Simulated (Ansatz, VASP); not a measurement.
# Two plane-wave programs on Mg

```
Mg
1.0
     0.00000    3.38961    3.38961
     3.38961    0.00000    3.38961
     3.38961    3.38961    0.00000
Mg
2
Direct
  0.12500 0.12500 0.12500
  0.87500 0.87500 0.87500
```

Alike in both runs: task single point; functional RPBE; k mesh 9 × 9 × 9; occupations fermi-dirac, width 0.1 eV; no spin polarisation.

|  | VASP | Ansatz |
| --- | --- | --- |
| version | VASP 6.6.1 | Ansatz 0.2.0 |
| potentials or method | VASP PAW PBE potentials, release 64 (Mg), cutoff 520 eV | plane waves (420 eV) with PAW, scalar-relativistic |
| valence electrons in the cell | 4 | 20 |

|  | VASP | Ansatz | Ansatz less VASP |
| --- | --- | --- | --- |
| pressure (GPa) | 0.9 | 1.0 | +0.04 |

VASP's potentials were made for PBE, not for RPBE. VASP's potentials hold 4 valence electrons a cell and Ansatz's 20, so a difference there can come from the potentials and not from the codes.
